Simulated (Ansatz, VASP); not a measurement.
One calculation of Ir, two programs

```
Ir
1.0
     0.00000    1.91970    1.91970
     1.91970    0.00000    1.91970
     1.91970    1.91970    0.00000
Ir
1
Direct
  0.00000 0.00000 0.00000
```

Alike in both runs: task relaxation of cell and atoms; functional revPBE; k mesh 14 × 14 × 14; occupations fermi-dirac, width 0.05 eV; collinear spin.

```csv
,VASP,Ansatz
version,VASP 6.6.1,Ansatz 0.2.0
potentials or method,"VASP PAW PBE potentials, release 64 (Ir), cutoff 600 eV","plane waves (420 eV) with PAW, scalar-relativistic"
valence electrons in the cell,9,17
```

```tsv
	VASP	Ansatz	Ansatz less VASP
net moment per atom (μB)	0.00	0.00	0.000
relaxed volume (Å³/atom)	14.65	14.63	-0.022
relaxed cell length with the largest relative difference (Å)	2.747	2.745	-0.0013
```

VASP's potentials were made for PBE, not for revPBE. VASP's potentials hold 9 valence electrons a cell and Ansatz's 17, so a difference there can come from the potentials and not from the codes. Ansatz's warnings: seeded moment not kept.

Spin-orbit coupling is off throughout.
